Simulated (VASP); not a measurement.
# Rh (Fm-3m) in VASP: notebook

The runs below take Rh through single point, with PBE.

Everything below comes from runs of VASP 6.6.1. Logs are shortened: lines on timing, memory, paths and dates and some standing lists are left out, and cuts for length are marked.

### 1 The cell of the first run

It takes space group Fm-3m (No. 225, cubic). Conventional cell: a = 3.832 Å, b = 3.832 Å, c = 3.832 Å, α = 90.00°, β = 90.00°, γ = 90.00°. Within 3.6 Å of Rh (site symmetry m-3m) lie 12 Rh at 2.71 Å.

### 2 Single point, PBE

INCAR

```
PREC = Accurate ; ENCUT = 520
EDIFF = 1E-6 ; ISMEAR = 1
SIGMA = 0.01 ; LREAL = False
LASPH = True ; NELM = 60
ALGO = Normal ; ISIF = 2
LWAVE = False ; LCHARG = False
GGA = PE ; NBANDS = 14
```

KPOINTS

```
Automatic mesh
0
Gamma
  14 14 14
```

POSCAR

```
Rh
1.0
    0.0000000000      1.9160595532      1.9160595532
    1.9160595532      0.0000000000      1.9160595532
    1.9160595532      1.9160595532      0.0000000000
Rh
1
Direct
    0.0000000000      0.0000000000      0.0000000000
```

Potentials or basis: VASP PAW PBE potentials, release 64 (Rh_pv).

Started as:

```sh
$ cat potpaw_PBE.64/Rh_pv/POTCAR > POTCAR
$ mpirun -np 1 vasp_std > vasp.out
```

OUTCAR:

```text
PREC = Accurate
   ENCUT = 520
   EDIFF = 1E-6
   ISMEAR = 1
   LREAL = False
   LASPH = True
   NELM = 60
   ISIF = 2
   GGA = PE

 ion  position               nearest neighbor table
   1  0.000  0.000  0.000-

  LATTYP: Found a face centered cubic cell.
 ALAT       =     3.8321191064

  Lattice vectors:

 A1 = (   0.0000000000,   1.9160595532,   1.9160595532)
 A2 = (   1.9160595532,   0.0000000000,   1.9160595532)
 A3 = (   1.9160595532,   1.9160595532,   0.0000000000)

Analysis of symmetry for initial positions (statically):
=====================================================================
 Subroutine PRICEL returns:
 Original cell was already a primitive cell.

 Routine SETGRP: Setting up the symmetry group for a
 face centered cubic supercell.

 Subroutine GETGRP returns: Found 48 space group operations
 (whereof 48 operations were pure point group operations)
 out of a pool of 48 trial point group operations.

The static configuration has the point symmetry O_h .

Analysis of symmetry for dynamics (positions and initial velocities):
=====================================================================
 Subroutine PRICEL returns:
 Original cell was already a primitive cell.

 Routine SETGRP: Setting up the symmetry group for a
 face centered cubic supercell.

 Subroutine GETGRP returns: Found 48 space group operations
 (whereof 48 operations were pure point group operations)
 out of a pool of 48 trial point group operations.

The dynamic configuration has the point symmetry O_h .

 Subroutine INISYM returns: Found 48 space group operations
 (whereof 48 operations are pure point group operations),
 and found     1 'primitive' translations

----------------------------------------------------------------------------------------

                                     Primitive cell

  volume of cell :      14.0688

  direct lattice vectors                    reciprocal lattice vectors
     0.000000000  1.916059553  1.916059553    -0.260952223  0.260952223  0.260952223
     1.916059553  0.000000000  1.916059553     0.260952223 -0.260952223  0.260952223
     1.916059553  1.916059553  0.000000000     0.260952223  0.260952223 -0.260952223

  length of vectors
     2.709717406  2.709717406  2.709717406     0.451982509  0.451982509  0.451982509

  position of ions in fractional coordinates (direct lattice)
     0.000000000  0.000000000  0.000000000

  ion indices of the primitive-cell ions
[... 75 lines left out ...]
   LREAL  =      F    real-space projection
   EDIFFG = 0.1E-04   stopping-criterion for IOM
   NSW    =      0    number of steps for IOM
   IBRION =     -1    ionic relax: 0-MD 1-quasi-New 2-CG
   NFREE  =      0    steps in history (QN), initial steepest desc. (CG)
   ISIF   =      2    stress and relaxation
   ISYM   =      2    0-nonsym 1-usesym 2-fastsym
   POTIM  = 0.5000    time-step for ionic-motion
   TEBEG  =    0.0;   TEEND  =   0.0 temperature during run
   PSTRESS=    0.0 pullay stress
   NELECT =      15.0000    total number of electrons
   NUPDOWN=      -1.0000    fix difference up-down
   EMIN   =  10.00;   EMAX   =-10.00  energy-range for DOS
   EFERMI =   0.00;   METHOD = LEGACY
   ISMEAR =     1;   SIGMA  =   0.01  broadening in eV -4-tet -1-fermi 0-gaus
   EFERMI_NEDOS =   21; number of points for ismear=-14 and -15
   IALGO  =     38    algorithm
   IMIX   =      4    mixing-type and parameters
     AMIX     =   0.40;   BMIX     =  1.00
     AMIX_MAG =   1.60;   BMIX_MAG =  1.00
  volume/ion in A,a.u.               =      14.07        94.94
  Fermi-wavevector in a.u.,A,eV,Ry     =   1.672449  3.160471 38.056666  2.797086
  Thomas-Fermi vector in A             =   2.757594
   LORBIT       =      0    0 simple, 1 ext, 2 COOP (PROOUT), +10 PAW based schemes
   GGA     = PE    functional components
   LHFCALC =     F    Hartree Fock is set to
   AEXX    =    0.0000 exact exchange contribution
   IVDW    =     0    specifies the selected vdW correction
   LEPSILON=     F    determine dielectric tensor
   LRPA    =     F    only Hartree local field effects (RPA)
 non-spin polarized calculation
 Methfessel and Paxton  Order N= 1 SIGMA  =   0.01
  energy-cutoff  :      520.00
  volume of cell :       14.07
 maximum number of plane-waves:       392
   NGX =  9   NGY =  9   NGZ =  9

 number of electron      15.0000003 magnetization

 Free energy of the ion-electron system (eV)
  ---------------------------------------------------
  ext. energy  EPLUGINS =         0.00000000
  ---------------------------------------------------
  free energy    TOTEN  =        -7.25838598 eV

  energy without entropy =       -7.25839090  energy(sigma->0) =       -7.25838762

 E-fermi :  11.4521     XC(G=0): -13.8808

 val. band max:       11.4453690281   @ k =   0.3571   0.0000   0.0000
 cond. band min:      11.4595444065   @ k =  -0.2857   0.3571   0.0714
 fundamental gap:      0.0141753785
 Fermi energy:        11.4520586662

 k-point     1 :       0.0000    0.0000    0.0000
  band No.  band energies     occupation
      1     -34.8358      2.00000
      2     -34.8358      2.00000
      3     -34.8358      2.00000
      4       3.6967      2.00000
      5       8.5280      2.00000
      6       8.5280      2.00000
      7       8.5280      2.00000
      8      10.5395      2.00000
      9      10.5395      2.00000
     10      27.4966      0.00000
     11      32.1214      0.00000
     12      32.8255      0.00000
     13      32.8255      0.00000
     14      32.8255      0.00000
[... 377 lines left out ...]
      1     -35.1747      2.00000
      2     -34.9301      2.00000
      3     -34.9227      2.00000
      4       5.9236      2.00000
      5       7.5503      2.00000
      6       8.8652      2.00000
      7       9.4046      2.00000
      8      10.6170      2.00000
      9      11.2400      2.00000
     10      27.2693      0.00000
     11      29.7671      0.00000
     12      31.8678      0.00000
     13      32.1188      0.00000
     14      33.2000      0.00000

 [... further k-points ...]
[... 5 lines left out ...]
  --------------------------------------------------------------------------------------
  -------------------------------------------------------------------------------------
  Total       -0.0314359     -0.0314359     -0.0314359      0.0000000      0.0000000      0.0000000
  in kB       -3.5799709     -3.5799709     -3.5799709      0.0000000      0.0000000      0.0000000
  external PRESSURE =      -3.5799709 kB  Pullay stress =       0.0000000 kB

 VOLUME and BASIS-vectors are now :
 -----------------------------------------------------------------------------
  energy-cutoff  :      520.00
  volume of cell :       14.07
      direct lattice vectors                 reciprocal lattice vectors
     0.000000000  1.916059553  1.916059553    -0.260952223  0.260952223  0.260952223
     1.916059553  0.000000000  1.916059553     0.260952223 -0.260952223  0.260952223
     1.916059553  1.916059553  0.000000000     0.260952223  0.260952223 -0.260952223

 POSITION                                       TOTAL-FORCE (eV/Angst)
 -----------------------------------------------------------------------------------
      0.00000      0.00000      0.00000         0.000000      0.000000      0.000000
 -----------------------------------------------------------------------------------
    total drift:                                0.000000      0.000000      0.000000

  FREE ENERGIE OF THE ION-ELECTRON SYSTEM (eV)
  ---------------------------------------------------
  free  energy   TOTEN  =        -7.2583859808 eV

  energy  without entropy=       -7.2583909000  energy(sigma->0) =       -7.25838762
```

OSZICAR:

```text
N       E                     dE             d eps       ncg     rms          rms(c)
DAV:   1     0.121707272966E+03    0.12171E+03   -0.87302E+03  2926   0.115E+03
DAV:   2    -0.618600894084E+01   -0.12789E+03   -0.12211E+03  3194   0.344E+02
DAV:   3    -0.774930648566E+01   -0.15633E+01   -0.15608E+01  3572   0.417E+01
DAV:   4    -0.775521879617E+01   -0.59123E-02   -0.59122E-02  3296   0.263E+00
DAV:   5    -0.775527110090E+01   -0.52305E-04   -0.52305E-04  3494   0.217E-01    0.957E+00
DAV:   6    -0.727520428027E+01    0.48007E+00   -0.82665E-01  3080   0.125E+01    0.327E+00
DAV:   7    -0.726152756387E+01    0.13677E-01   -0.16095E-02  3338   0.145E+00    0.160E+00
DAV:   8    -0.725858702184E+01    0.29405E-02   -0.42206E-03  3104   0.876E-01    0.190E-01
DAV:   9    -0.725838287984E+01    0.20414E-03   -0.28393E-04  3062   0.239E-01    0.137E-02
DAV:  10    -0.725838642000E+01   -0.35402E-05   -0.41614E-06  3446   0.255E-02    0.505E-03
DAV:  11    -0.725838598075E+01    0.43925E-06   -0.10589E-06  1640   0.141E-02
   1 F= -.72583860E+01 E0= -.72583876E+01  d E =0.491924E-05
```

It took 28 s on 1 thread of Intel Xeon 8259CL, shared host; peak memory 0.14 GiB.

Results:

| Quantity | Value |
| --- | --- |
| Free energy | -7.2584 eV |
| Pressure | -0.4 GPa |

Levels at points of the mesh, in eV from the Fermi level:
| k point | band 3 | band 4 | band 5 | band 6 | band 7 | band 8 | band 9 | band 10 | band 11 | band 12 |
| --- | --- | --- | --- | --- | --- | --- | --- | --- | --- | --- |
| (0.00, 0.00, 0.00) | -46.29 | -7.76 | -2.92 | -2.92 | -2.92 | -0.91 | -0.91 | 16.04 | 20.67 | 21.37 |
| (0.50, 0.00, 0.00) | -46.38 | -5.89 | -3.00 | -3.00 | 0.59 | 0.59 | 0.79 | 8.45 | 15.54 | 20.67 |
| (0.50, 0.50, 0.00) | -46.54 | -6.06 | -5.70 | 0.56 | 0.99 | 0.99 | 3.27 | 12.03 | 13.22 | 13.22 |

### 3 Single point, PBE

INCAR

```
SYSTEM = Rh
ALGO = Normal
EDIFF = 1E-7
ENCUT = 520
GGA = PE
ISIF = 2
ISMEAR = 1
LASPH = .True.
LCHARG = .False.
LREAL = .False.
LWAVE = .False.
NBANDS = 14
NELM = 80
PREC = Accurate
SIGMA = 0.03
```

KPOINTS

```
k-points
0
Gamma
  14 14 14
  0 0 0
```

POSCAR is that of step 2.

Potentials or basis: VASP PAW PBE potentials, release 64 (Rh_pv).

Started as:

```sh
$ cat potpaw_PBE.64/Rh_pv/POTCAR > POTCAR
$ mpirun -np 1 vasp_std > vasp.out
```

OUTCAR:

```text
SYSTEM = Rh
   EDIFF = 1E-7
   ENCUT = 520
   GGA = PE
   ISIF = 2
   ISMEAR = 1
   LASPH = .True.
   LREAL = .False.
   NELM = 80
   PREC = Accurate

 ion  position               nearest neighbor table
   1  0.000  0.000  0.000-

  LATTYP: Found a face centered cubic cell.
 ALAT       =     3.8321191064

  Lattice vectors:

 A1 = (   0.0000000000,   1.9160595532,   1.9160595532)
 A2 = (   1.9160595532,   0.0000000000,   1.9160595532)
 A3 = (   1.9160595532,   1.9160595532,   0.0000000000)

Analysis of symmetry for initial positions (statically):
=====================================================================
 Subroutine PRICEL returns:
 Original cell was already a primitive cell.

 Routine SETGRP: Setting up the symmetry group for a
 face centered cubic supercell.

 Subroutine GETGRP returns: Found 48 space group operations
 (whereof 48 operations were pure point group operations)
 out of a pool of 48 trial point group operations.

The static configuration has the point symmetry O_h .

Analysis of symmetry for dynamics (positions and initial velocities):
=====================================================================
 Subroutine PRICEL returns:
 Original cell was already a primitive cell.

 Routine SETGRP: Setting up the symmetry group for a
 face centered cubic supercell.

 Subroutine GETGRP returns: Found 48 space group operations
 (whereof 48 operations were pure point group operations)
 out of a pool of 48 trial point group operations.

The dynamic configuration has the point symmetry O_h .

 Subroutine INISYM returns: Found 48 space group operations
 (whereof 48 operations are pure point group operations),
 and found     1 'primitive' translations

[... 116 lines left out ...]
   LORBIT       =      0    0 simple, 1 ext, 2 COOP (PROOUT), +10 PAW based schemes
   GGA     = PE    functional components
   LHFCALC =     F    Hartree Fock is set to
   AEXX    =    0.0000 exact exchange contribution
   IVDW    =     0    specifies the selected vdW correction
   LEPSILON=     F    determine dielectric tensor
   LRPA    =     F    only Hartree local field effects (RPA)
 non-spin polarized calculation
 Methfessel and Paxton  Order N= 1 SIGMA  =   0.03
  energy-cutoff  :      520.00
  volume of cell :       14.07
 maximum number of plane-waves:       392
   NGX =  9   NGY =  9   NGZ =  9

 number of electron      15.0000003 magnetization

 Free energy of the ion-electron system (eV)
  ---------------------------------------------------
  ext. energy  EPLUGINS =         0.00000000
  ---------------------------------------------------
  free energy    TOTEN  =        -7.25833779 eV

  energy without entropy =       -7.25848437  energy(sigma->0) =       -7.25838665

 E-fermi :  11.4518     XC(G=0): -13.8808

 val. band max:       11.4456699623   @ k =   0.3571   0.0000   0.0000
 cond. band min:      11.4600407448   @ k =  -0.2857   0.3571   0.0714
 fundamental gap:      0.0143707825
 Fermi energy:        11.4517833989

 k-point     1 :       0.0000    0.0000    0.0000
  band No.  band energies     occupation
      1     -34.8354      2.00000
      2     -34.8354      2.00000
      3     -34.8354      2.00000
      4       3.6966      2.00000
      5       8.5284      2.00000
      6       8.5284      2.00000
      7       8.5284      2.00000
      8      10.5396      2.00000
      9      10.5396      2.00000
     10      27.4970      0.00000
     11      32.1221      0.00000
     12      32.8252      0.00000
     13      32.8252      0.00000
     14      32.8252      0.00000
[... 377 lines left out ...]
      1     -35.1744      2.00000
      2     -34.9297      2.00000
      3     -34.9223      2.00000
      4       5.9236      2.00000
      5       7.5507      2.00000
      6       8.8654      2.00000
      7       9.4049      2.00000
      8      10.6172      2.00000
      9      11.2402      2.00000
     10      27.2692      0.00000
     11      29.7673      0.00000
     12      31.8678      0.00000
     13      32.1195      0.00000
     14      33.2001      0.00000

 [... further k-points ...]

------------------------ aborting loop because EDIFF is reached ----------------------------------------

  FORCE on cell =-STRESS in cart. coord.  units (eV):
  Direction    XX          YY          ZZ          XY          YZ          ZX
  --------------------------------------------------------------------------------------
  -------------------------------------------------------------------------------------
  Total       -0.0302505     -0.0302505     -0.0302505      0.0000000      0.0000000      0.0000000
  in kB       -3.4449723     -3.4449723     -3.4449723      0.0000000      0.0000000      0.0000000
  external PRESSURE =      -3.4449723 kB  Pullay stress =       0.0000000 kB

 VOLUME and BASIS-vectors are now :
 -----------------------------------------------------------------------------
  energy-cutoff  :      520.00
  volume of cell :       14.07
      direct lattice vectors                 reciprocal lattice vectors
     0.000000000  1.916059553  1.916059553    -0.260952223  0.260952223  0.260952223
     1.916059553  0.000000000  1.916059553     0.260952223 -0.260952223  0.260952223
     1.916059553  1.916059553  0.000000000     0.260952223  0.260952223 -0.260952223

 POSITION                                       TOTAL-FORCE (eV/Angst)
 -----------------------------------------------------------------------------------
      0.00000      0.00000      0.00000         0.000000      0.000000      0.000000
 -----------------------------------------------------------------------------------
    total drift:                                0.000000      0.000000      0.000000

  FREE ENERGIE OF THE ION-ELECTRON SYSTEM (eV)
  ---------------------------------------------------
  free  energy   TOTEN  =        -7.2583377861 eV

  energy  without entropy=       -7.2584843746  energy(sigma->0) =       -7.25838665
```

OSZICAR:

```text
N       E                     dE             d eps       ncg     rms          rms(c)
DAV:   1     0.121707155200E+03    0.12171E+03   -0.87302E+03  2926   0.115E+03
DAV:   2    -0.618609947318E+01   -0.12789E+03   -0.12211E+03  3194   0.344E+02
DAV:   3    -0.774932163737E+01   -0.15632E+01   -0.15608E+01  3572   0.417E+01
DAV:   4    -0.775523384025E+01   -0.59122E-02   -0.59121E-02  3296   0.263E+00
DAV:   5    -0.775528614808E+01   -0.52308E-04   -0.52307E-04  3494   0.217E-01    0.957E+00
DAV:   6    -0.727513452359E+01    0.48015E+00   -0.82817E-01  3080   0.125E+01    0.327E+00
DAV:   7    -0.726147161640E+01    0.13663E-01   -0.16136E-02  3338   0.146E+00    0.160E+00
DAV:   8    -0.725855487564E+01    0.29167E-02   -0.43866E-03  3104   0.895E-01    0.193E-01
DAV:   9    -0.725833465732E+01    0.22022E-03   -0.31884E-04  3062   0.253E-01    0.136E-02
DAV:  10    -0.725833847454E+01   -0.38172E-05   -0.45791E-06  3458   0.270E-02    0.574E-03
DAV:  11    -0.725833786382E+01    0.61072E-06   -0.12902E-06  3098   0.154E-02    0.761E-04
DAV:  12    -0.725833778606E+01    0.77758E-07   -0.13092E-08  1606   0.166E-03
   1 F= -.72583378E+01 E0= -.72583866E+01  d E =0.146589E-03
```

It took 28 s on 1 thread of Intel Xeon 8259CL, shared host; peak memory 0.14 GiB.

Results:

* Free energy: -7.2583 eV
* Pressure: -0.3 GPa

### 4 Single point, PBE

INCAR

```
PREC = Accurate
ENCUT = 520
EDIFF = 1E-7
ISMEAR = 1
SIGMA = 0.1
LREAL = False
LASPH = True
NELM = 60
ALGO = Normal
ISIF = 2
LWAVE = False
LCHARG = False
GGA = PE
NBANDS = 14
```

KPOINTS

```
Automatic mesh
0
Gamma
  14 14 14
```

POSCAR is that of step 3.

Started as:

```sh
$ cat potpaw_PBE.64/Rh_pv/POTCAR > POTCAR
$ mpirun -np 1 vasp_std > vasp.out
```

It took 30 s on 1 thread of Intel Xeon 8259CL, shared host; peak memory 0.14 GiB.

It converged, with:

| Quantity | Value |
| --- | --- |
| Free energy | -7.2585 eV |
| Pressure | -0.3 GPa |

Levels at points of the mesh, in eV from the Fermi level:
```
           k point  band 3  band 4  band 5  band 6  band 7  band 8  band 9  band 10  band 11  band 12
(0.00, 0.00, 0.00)  -46.30   -7.76   -2.93   -2.93   -2.93   -0.92   -0.92    16.04    20.66    21.37
(0.50, 0.00, 0.00)  -46.39   -5.90   -3.01   -3.01    0.58    0.58    0.79     8.44    15.53    20.66
(0.50, 0.50, 0.00)  -46.55   -6.07   -5.71    0.55    0.98    0.98    3.26    12.02    13.22    13.22
```

### 5 Single point, PBE, collinear spin, ferromagnetic start

INCAR

```
  PREC = Accurate
  ENCUT = 520
  EDIFF = 1E-6
  ISMEAR = -1
  SIGMA = 0.05
  LREAL = False
  LASPH = True
  NELM = 150
  ALGO = Normal
  ISIF = 2
  LWAVE = False
  LCHARG = False
  ISPIN = 2
  MAGMOM = 1
  LORBIT = 11
  LMAXMIX = 4
  GGA = PE
  NBANDS = 18
```

KPOINTS

```
regular mesh
0
Gamma
  23 23 23
```

POSCAR

```
Rh
1.0
    0.0000000000      1.9152218604      1.9152218604
    1.9152218604      0.0000000000      1.9152218604
    1.9152218604      1.9152218604      0.0000000000
Rh
1
Direct
    0.0000000000      0.0000000000      0.0000000000
```

Started as:

```sh
$ cat potpaw_PBE.64/Rh_pv/POTCAR > POTCAR
$ mpirun -np 1 vasp_std > vasp.out
```

Wall time 79 s (1 thread of Intel Xeon Platinum 8488C (Sapphire Rapids), shared host); peak memory 0.24 GiB.

It converged, with:

```yaml
Free_energy: -7.2639 eV
Pressure: 0.0 GPa
Net_moment: 0.00 μB per cell
Valence_electrons_inside_the_program's_atomic_spheres: Rh 13.75
```

Levels at points of the mesh, in eV from the Fermi level:
Spin up:
```csv
k point,band 3,band 4,band 5,band 6,band 7,band 8,band 9,band 10,band 11,band 12
"(0.00, 0.00, 0.00)",-46.34,-7.79,-2.97,-2.97,-2.97,-0.96,-0.96,16.01,20.60,21.35
```
Spin down:
| k point | band 5 | band 6 | band 7 | band 8 | band 9 | band 10 |
| --- | --- | --- | --- | --- | --- | --- |
| (0.00, 0.00, 0.00) | -2.97 | -2.97 | -2.97 | -0.96 | -0.96 | 16.01 |

(Continued in part 2 of 2.)
